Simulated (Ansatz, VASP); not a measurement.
Two plane-wave programs on AlPt

File POSCAR:

```
AlPt
1.0
    3.1170971256      0.0000000000      0.0000000000
    0.0000000000      3.1170971256      0.0000000000
    0.0000000000      0.0000000000      3.1170971256
Al Pt
1 1
Direct
    0.0000000000      0.0000000000      0.0000000000
    0.5000000000      0.5000000000      0.5000000000
```

The input INCAR.step1:

```
SYSTEM = AlPt
PREC = Accurate
ENCUT = 520
ISMEAR = -1
SIGMA = 0.03
LREAL = .False.
LASPH = .True.
NELM = 100
NBANDS = 14
GGA = PE
ALGO = Normal
EDIFF = 1E-4
LWAVE = .True.
LCHARG = .False.
```

The input INCAR.step2:

```
SYSTEM = AlPt
PREC = Accurate
ENCUT = 520
EDIFF = 1E-8
ISMEAR = -1
SIGMA = 0.03
LREAL = .False.
LASPH = .True.
NELM = 100
ALGO = Normal
ISIF = 2
LWAVE = .False.
LCHARG = .False.
METAGGA = R2SCAN
LMIXTAU = .True.
LEFG = .True.
NBANDS = 14
ISTART = 1
```

KPOINTS

```
regular mesh
0
Gamma
  11 11 11
  0 0 0
```

Input for Ansatz:

```yaml
crystal:
  lattice:
    - [3.1170971256, 0.0, 0.0]
    - [0.0, 3.1170971256, 0.0]
    - [0.0, 0.0, 3.1170971256]
  atoms:
    - { symbol: Al, position: [0.0, 0.0, 0.0] }
    - { symbol: Pt, position: [0.5, 0.5, 0.5] }
kpoints:
  mp_grid: { grid: [11, 11, 11] }
scf:
  occupations: { method: fermi_dirac, width: 0.03 }
hamiltonian:
  xc: r2scan
  pseudopotentials: { kind: paw }
output:
  forces: true
  stress: true
  eigenvalues: true
  efg: { contact_densities: true }
```

Change from the starting cell: volume scaled by 1.025, PAW files.

Alike in both runs: task electric field gradients; functional r2SCAN; k mesh 11 × 11 × 11; occupations fermi-dirac, width 0.03 eV; no spin polarisation.

|  | VASP | Ansatz |
| --- | --- | --- |
| version | VASP 6.6.1 | Ansatz 0.2.0 |
| potentials or method | VASP PAW PBE potentials, release 64 (Al, Pt) | PAW with Ansatz's default frozen-core files, scalar-relativistic |
| plane-wave cutoff (eV) | 520 | 500 |
| valence electrons in the cell | 13 | 21 |

Ansatz gave:

* pressure (GPa): -9.0

Q: What did VASP give for the same quantities?

A: Pressure (GPa): -9.2.

VASP's potentials were made for PBE, not for r2SCAN. VASP's potentials hold 13 valence electrons a cell and Ansatz's 21, so a difference there can come from the potentials and not from the codes.

Neither program's run includes spin-orbit coupling.
